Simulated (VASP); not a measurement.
# Al9H in VASP: notebook

Al9H is run at these levels: PBE; tasks: single point.

Everything below comes from runs of VASP 6.6.1. Logs are shortened: lines on timing, memory, paths and dates and some standing lists are left out, and cuts for length are marked.

### 1 The cell of the first run

The cell holds a slab with vacuum, 10 atoms: a = 2.854 Å, b = 9.808 Å, c = 21.790 Å, α = 90.00°, β = 90.00°, γ = 98.37°.

### 2 Single point, PBE

Contents of INCAR:

```
PREC = Accurate ; ENCUT = 520
EDIFF = 1E-6 ; ISMEAR = 0
SIGMA = 0.1 ; LREAL = F
LASPH = T ; NELM = 60
ALGO = Normal ; ISIF = 2
LWAVE = F ; LCHARG = F
LDIPOL = T ; IDIPOL = 3
DIPOL = 0.5 0.5 0.318 ; GGA = PE
NBANDS = 25
```

Contents of KPOINTS:

```
Automatic mesh
0
Gamma
  9 3 1
```

Contents of POSCAR:

```
Al9H
1.0
    2.8543223330      0.0000000000      0.0000000000
   -1.4271611665      9.7033329366      0.0000000000
    0.0000000000      0.0000000000     21.7902708969
Al H
9 1
Direct
    0.5324485604      0.0648971207      0.1835681630
    0.6709687938      0.3419375876      0.2292758741
    0.2986728405      0.5973456810      0.2384174163
    0.9263768872      0.8527537744      0.2475589585
    0.0639738222      0.1277383808      0.2937147080
    0.1995905480      0.4042696935      0.3452583266
    0.8288544886      0.6597110299      0.3524478004
    0.4526361687      0.9111292155      0.3607640453
    0.5925232094      0.1814597089      0.4034034702
    1.3425232094      0.9314597089      0.5213460150
```

Potentials or basis: VASP PAW PBE potentials, release 64 (Al, H).

Run with:

```sh
$ cat potpaw_PBE.64/Al/POTCAR potpaw_PBE.64/H/POTCAR > POTCAR
$ mpirun -np 1 vasp_std > vasp.out
```

OUTCAR:

```text
PREC = Accurate
   ENCUT = 520
   EDIFF = 1E-6
   ISMEAR = 0
   LREAL = F
   LASPH = T
   NELM = 60
   ISIF = 2
   GGA = PE

 ion  position               nearest neighbor table
   1  0.532  0.065  0.184-   5 2.86   5 2.86   2 2.87   4 2.87   4 2.87
   2  0.671  0.342  0.229-   1 2.87   3 2.87   3 2.87   5 2.89   5 2.89   6 2.96   6 2.97
   3  0.299  0.597  0.238-   4 2.87   4 2.87   2 2.87   2 2.87   7 2.93   7 2.93   6 2.99
   4  0.926  0.853  0.248-   5 2.85   3 2.87   3 2.87   1 2.87   1 2.87   8 2.90   8 2.91   7 2.96

   5  0.064  0.128  0.294-   9 2.83   9 2.83   4 2.85   1 2.86   1 2.86   2 2.89   2 2.89   6 2.91
                             8 2.93   8 2.93
   6  0.200  0.404  0.345-   7 2.86   7 2.87   9 2.88   9 2.89   5 2.91   2 2.96   2 2.97   3 2.99

   7  0.829  0.660  0.352-   8 2.83   8 2.83   6 2.86   6 2.87   3 2.93   3 2.93   4 2.96
   8  0.453  0.911  0.361-   9 2.78   7 2.83   7 2.83   4 2.90   4 2.91   5 2.93   5 2.93
   9  0.593  0.181  0.403-   8 2.78   5 2.83   5 2.83   6 2.88   6 2.89
  10  0.343  0.931  0.521-

  LATTYP: Found a base centered orthorhombic cell.
 ALAT       =     2.8543223330
 B/A-ratio  =     6.7990449603
 C/A-ratio  =     7.6341311018

  Lattice vectors:

 A1 = (   1.4271611665,  -9.7033329366,   0.0000000000)
 A2 = (   1.4271611665,   9.7033329366,   0.0000000000)
 A3 = (   0.0000000000,   0.0000000000,  21.7902708969)

Analysis of symmetry for initial positions (statically):
=====================================================================
 Subroutine PRICEL returns:
 Original cell was already a primitive cell.

 Routine SETGRP: Setting up the symmetry group for a
 base centered orthorhombic supercell.

 Subroutine GETGRP returns: Found  1 space group operations
 (whereof  1 operations were pure point group operations)
 out of a pool of  8 trial point group operations.

The static configuration has the point symmetry C_1 .

Analysis of symmetry for dynamics (positions and initial velocities):
=====================================================================
 Subroutine PRICEL returns:
 Original cell was already a primitive cell.

 Routine SETGRP: Setting up the symmetry group for a
 base centered orthorhombic supercell.

 Subroutine GETGRP returns: Found  1 space group operations
 (whereof  1 operations were pure point group operations)
 out of a pool of  8 trial point group operations.

The dynamic configuration has the point symmetry C_1 .

[... 141 lines left out ...]
   EFERMI_NEDOS =   21; number of points for ismear=-14 and -15
   IALGO  =     38    algorithm
   IMIX   =      4    mixing-type and parameters
     AMIX     =   0.40;   BMIX     =  1.00
     AMIX_MAG =   1.60;   BMIX_MAG =  1.00
  volume/ion in A,a.u.               =      60.35       407.27
  Fermi-wavevector in a.u.,A,eV,Ry     =   0.588255  1.111640  4.708207  0.346043
  Thomas-Fermi vector in A             =   1.635447
   LORBIT       =      0    0 simple, 1 ext, 2 COOP (PROOUT), +10 PAW based schemes
   GGA     = PE    functional components
   LHFCALC =     F    Hartree Fock is set to
   AEXX    =    0.0000 exact exchange contribution
   IVDW    =     0    specifies the selected vdW correction
   LEPSILON=     F    determine dielectric tensor
   LRPA    =     F    only Hartree local field effects (RPA)
 non-spin polarized calculation
 Gauss-broadening in eV      SIGMA  =   0.10
  energy-cutoff  :      520.00
  volume of cell :      603.51
 maximum number of plane-waves:     16329
 NGX is ok and might be reduce to    24
   NGX = 11   NGY = 37   NGZ = 81

 dipolmoment           0.000000      0.000000     -0.100234 electrons x Angstroem

 number of electron      28.0000000 magnetization

 dipolmoment           0.000000      0.000000      0.236530 electrons x Angstroem

 Free energy of the ion-electron system (eV)
  ---------------------------------------------------
  ext. energy  EPLUGINS =         0.00000000
  ---------------------------------------------------
  free energy    TOTEN  =       -31.50395621 eV

  energy without entropy =      -31.47808735  energy(sigma->0) =      -31.49102178

 E-fermi :  -1.6310     XC(G=0):  -3.6407

 val. band max:       -1.6321778906   @ k =   0.3333   0.3333   0.0000
 cond. band min:      -1.6050699650   @ k =  -0.2222   0.3333   0.0000
 fundamental gap:      0.0271079256
 Fermi energy:        -1.6310432997

 k-point     1 :       0.0000    0.0000    0.0000
  band No.  band energies     occupation
      1     -11.6567      2.00000
      2     -10.1153      2.00000
      3      -9.9997      2.00000
      4      -9.3560      2.00000
      5      -7.5244      2.00000
      6      -7.4912      2.00000
[... 381 lines left out ...]
     24       2.7461      0.00000
     25       2.8492      0.00000

------------------------ aborting loop because EDIFF is reached ----------------------------------------

 vacuum level on the upper side and lower side of the slab       (xc-potential included)         0.707        -0.791

  FORCE on cell =-STRESS in cart. coord.  units (eV):
  Direction    XX          YY          ZZ          XY          YZ          ZX
  --------------------------------------------------------------------------------------
  -------------------------------------------------------------------------------------
  Total       -7.8318745     -6.1492654     -0.6034683      1.1110275     -0.0173249      0.0924014
  in kB      -20.7916869    -16.3247764     -1.6020588      2.9495027     -0.0459933      0.2453029
  external PRESSURE =     -12.9061741 kB  Pullay stress =       0.0000000 kB

 VOLUME and BASIS-vectors are now :
 -----------------------------------------------------------------------------
  energy-cutoff  :      520.00
  volume of cell :      603.51
      direct lattice vectors                 reciprocal lattice vectors
     2.854322333  0.000000000  0.000000000     0.350345856  0.051528686  0.000000000
    -1.427161166  9.703332937  0.000000000     0.000000000  0.103057373  0.000000000
     0.000000000  0.000000000 21.790270897     0.000000000  0.000000000  0.045892041

 POSITION                                       TOTAL-FORCE (eV/Angst)
 -----------------------------------------------------------------------------------
      1.42716      0.62972      4.00000         0.012953      0.139356      0.026007
      1.42716      3.31793      4.99598         0.004374      0.079447     -0.012504
     -0.00000      5.79624      5.19518        -0.009307     -0.001569     -0.016418
      1.42716      8.27455      5.39438        -0.003591     -0.159339     -0.233535
      0.00030      1.23949      6.40012        -0.021694     -0.010681      0.004887
     -0.00726      3.92276      7.52327         0.011491      0.093698      0.056133
      1.42430      6.40140      7.67993         0.005112     -0.096340      0.044432
     -0.00836      8.84099      7.86115        -0.011924     -0.067153      0.291995
      1.43228      1.76076      8.79027        -0.019591     -0.105767      0.216207
     -0.35167      9.03826     11.36027         0.032176      0.128349     -0.377203
 -----------------------------------------------------------------------------------
    total drift:                                0.000027      0.000052     -0.000044

  FREE ENERGIE OF THE ION-ELECTRON SYSTEM (eV)
  ---------------------------------------------------
  free  energy   TOTEN  =       -31.5039562074 eV

  energy  without entropy=      -31.4780873477  energy(sigma->0) =      -31.49102178

 vacuum level on the upper side and lower side of the slab         4.126         2.581
```

OSZICAR:

```text
N       E                     dE             d eps       ncg     rms          rms(c)
DAV:   1     0.926786602904E+02    0.92679E+02   -0.79430E+03   700   0.756E+02
DAV:   2    -0.266372608516E+02   -0.11932E+03   -0.11314E+03   994   0.129E+02
DAV:   3    -0.324604033065E+02   -0.58231E+01   -0.56750E+01   892   0.290E+01
[... 17 lines left out ...]
DAV:  21    -0.315039433633E+02   -0.30203E-04   -0.32755E-06   666   0.499E-03    0.945E-04
DAV:  22    -0.315039509910E+02   -0.76277E-05   -0.70905E-07   628   0.290E-03    0.683E-04
DAV:  23    -0.315039546998E+02   -0.37087E-05   -0.25752E-07   527   0.193E-03    0.593E-04
DAV:  24    -0.315039559190E+02   -0.12193E-05   -0.10996E-07   544   0.133E-03    0.404E-04
DAV:  25    -0.315039562074E+02   -0.28839E-06   -0.33591E-08   503   0.941E-04
   1 F= -.31503956E+02 E0= -.31491022E+02  d E =-.258689E-01
```

Run time: 9 min. Hardware: 1 thread of Intel Xeon 6975P-C (Granite Rapids), shared host; peak memory 0.72 GiB.

What came out:

```
Free energy            : -31.5040 eV
Largest force          : 0.400 eV/Å
Band gap on the k mesh : zero (bands 14 and 15 overlap by 0.87 eV)
```

Forces on the atoms (eV/Å):
```
Al   0.013  0.139  0.026
Al   0.004  0.079 -0.013
Al  -0.009 -0.002 -0.016
Al  -0.004 -0.159 -0.234
Al  -0.022 -0.011  0.005
Al   0.011  0.094  0.056
Al   0.005 -0.096  0.044
Al  -0.012 -0.067  0.292
Al  -0.020 -0.106  0.216
H    0.032  0.128 -0.377
```

### 3 Single point, PBE

Contents of INCAR:

```
SYSTEM = Al9H
PREC = Accurate ; ENCUT = 520
EDIFF = 1E-6 ; ISMEAR = 0
SIGMA = 0.1 ; LREAL = .False.
LASPH = .True. ; NELM = 100
ALGO = Normal ; ISIF = 2
LWAVE = .False. ; LCHARG = .False.
LDIPOL = .True. ; IDIPOL = 3
DIPOL = 0.5 0.5 0.309 ; GGA = PE
NBANDS = 25
```

Contents of KPOINTS:

```
regular mesh
0
Gamma
  9 3 1
  0 0 0
```

POSCAR: that of step 2 with these lines changed.

```diff
@@ -17,2 +17,2 @@
     0.5925232094      0.1814597089      0.4034034702
-    1.3425232094      0.9314597089      0.5213460150
+    0.9675232094      0.5564597089      0.4350689783
```

Potentials or basis: VASP PAW PBE potentials, release 64 (Al, H).

Run with:

```sh
$ cat potpaw_PBE.64/Al/POTCAR potpaw_PBE.64/H/POTCAR > POTCAR
$ mpirun -np 1 vasp_std > vasp.out
```

It took 5.4 min on 1 thread of AMD EPYC 7R13 (Zen 3), shared host; peak memory 0.66 GiB.

Results (log left out):

| Quantity | Value |
| --- | --- |
| Free energy | -32.9914 eV |
| Largest force | 1.685 eV/Å |
| Band gap on the k mesh | zero (bands 14 and 15 overlap by 0.62 eV) |

Forces in eV/Å, atoms in the order of the input:
```
Al   0.021  0.146  0.014
Al   0.016 -0.089  0.006
Al  -0.010 -0.029  0.225
Al   0.002 -0.026 -0.223
Al  -0.028  0.035 -0.046
Al  -0.128 -0.159  0.197
Al   0.366 -0.366  1.381
Al   0.012 -0.110  0.027
Al   0.003  0.090  0.004
H   -0.253  0.509 -1.586
```

Levels at points of the mesh, in eV from the Fermi level:
```csv
k point,band 11,band 12,band 13,band 14,band 15,band 16,band 17,band 18
"(0.00, 0.00, 0.00)",-2.22,-1.63,-1.52,-1.11,-0.01,1.19,1.91,2.39
```

### 4 Single point, PBE

Contents of INCAR:

```
PREC = Accurate ; ENCUT = 520
EDIFF = 1E-6 ; ISMEAR = 0
SIGMA = 0.1 ; LREAL = False
LASPH = True ; NELM = 80
ALGO = Normal ; ISIF = 2
LWAVE = False ; LCHARG = True
LDIPOL = True ; IDIPOL = 3
DIPOL = 0.5 0.5 0.313 ; GGA = PE
LELF = True ; LVHAR = True
LVACPOTAV = True ; NBANDS = 25
```

Contents of KPOINTS:

```
regular mesh
0
Gamma
  9 3 1
```

POSCAR: that of step 3 with these lines changed.

```diff
@@ -17,2 +17,2 @@
     0.5925232094      0.1814597089      0.4034034702
-    0.9675232094      0.5564597089      0.4350689783
+    0.9675232094      0.5564597089      0.4800431783
```

Run with:

```sh
$ cat potpaw_PBE.64/Al/POTCAR potpaw_PBE.64/H/POTCAR > POTCAR
$ mpirun -np 1 vasp_std > vasp.out
```

Run time: 5.6 min. Hardware: 1 thread of AMD EPYC 7R13 (Zen 3), shared host; peak memory 0.7 GiB.

It converged, with:

```yaml
Free_energy: -31.7732 eV
Largest_force: 0.702 eV/Å
Band_gap_on_the_k_mesh: zero (bands 14 and 15 overlap by 0.98 eV)
```

Forces on the atoms (eV/Å):
```
Al   0.015  0.179  0.024
Al   0.002  0.052 -0.016
Al   0.006 -0.013 -0.034
Al   0.001 -0.162 -0.181
Al  -0.016  0.026 -0.031
Al  -0.015  0.044  0.134
Al   0.072 -0.182  0.674
Al   0.006 -0.085  0.072
Al  -0.003  0.050  0.044
H   -0.066  0.090 -0.685
```

Levels at points of the mesh, in eV from the Fermi level:
```
           k point  band 10  band 11  band 12  band 13  band 14  band 15  band 16  band 17  band 18  band 19
(0.00, 0.00, 0.00)    -2.36    -2.09    -1.60    -1.45    -1.05    -0.68     1.10     1.97     2.45     2.65
```

[end of part 1 of 2]

The gap in the log of VASP goes by the Fermi energy; the results here count the filled bands.